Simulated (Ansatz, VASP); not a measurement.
Two plane-wave programs on Sb2P3H

The input INCAR:

```
SYSTEM = Sb2P3H
  PREC = Accurate
  ENCUT = 520
  EDIFF = 1E-6
  ISMEAR = 0
  SIGMA = 0.1
  LREAL = .FALSE.
  LASPH = .TRUE.
  NELM = 60
  ALGO = Normal
  ISIF = 2
  LWAVE = .FALSE.
  LCHARG = .FALSE.
  GGA = PE
  NBANDS = 22
```

File KPOINTS:

```
Automatic mesh
0
G
  4 4 4
  0 0 0
```

The input POSCAR:

```
Sb2P3H
1.0
    5.3970825700      0.0000000000      0.0000000000
    0.0000000000      5.3970825700      0.0000000000
    0.0000000000      0.0000000000      5.4076547900
Sb H P
2 1 3
Direct
    0.0000000000      0.5000000000      0.0000000000
    0.5000000000      0.0000000000      0.0000000000
    0.5000000000      0.5000000000      0.5000000000
    0.5000000000      0.5000000000      0.2957877900
    0.5000000000      0.5000000000      0.7042122100
    0.0000000000      0.0000000000      0.0000000000
```

Input for Ansatz:

```yaml
crystal:
  lattice:
    - [5.39708257, 0.0, 0.0]
    - [0.0, 5.39708257, 0.0]
    - [0.0, 0.0, 5.40765479]
  atoms:
    - { symbol: Sb, position: [0.0, 0.5, 0.0] }
    - { symbol: Sb, position: [0.5, 0.0, 0.0] }
    - { symbol: H, position: [0.5, 0.5, 0.5] }
    - { symbol: P, position: [0.5, 0.5, 0.29578779] }
    - { symbol: P, position: [0.5, 0.5, 0.70421221] }
    - { symbol: P, position: [0.0, 0.0, 0.0] }
basis:
  ecutwfc: 420
kpoints:
  mp_grid: { grid: [4, 4, 4] }
hamiltonian:
  xc: pbe
scf:
  occupations: { method: gaussian, width: 0.1 }
  lower_state_search: "off"
output:
  forces: true
  stress: true
  eigenvalues: true
```

Alike in both runs: task single point; functional PBE; k mesh 4 × 4 × 4; occupations gaussian, width 0.1 eV; no spin polarisation.

```csv
,VASP,Ansatz
version,VASP 6.6.1,Ansatz 0.2.0
potentials or method,"VASP PAW PBE potentials, release 64 (Sb, H, P), cutoff 520 eV","scalar-relativistic, plane waves, PAW"
valence electrons in the cell,26,46
```

```csv
,VASP,Ansatz,Ansatz less VASP
gap on the k mesh at the Fermi level (eV),none,none,-
pressure (GPa),9.0,9.5,+0.50
"traceless stress, the component that is largest in VASP (GPa)",23.33,24.25,+0.919
rms of the force components (eV/Å),5.378,5.570,+0.1924
```

Atom by atom the forces differ by 0.192 eV/Å (rms over components). A gap of «none» marks a metal or a gap that the smearing closes. VASP's potentials hold 26 valence electrons a cell and Ansatz's 46, so a difference there can come from the potentials and not from the codes.

Spin-orbit coupling is off throughout.
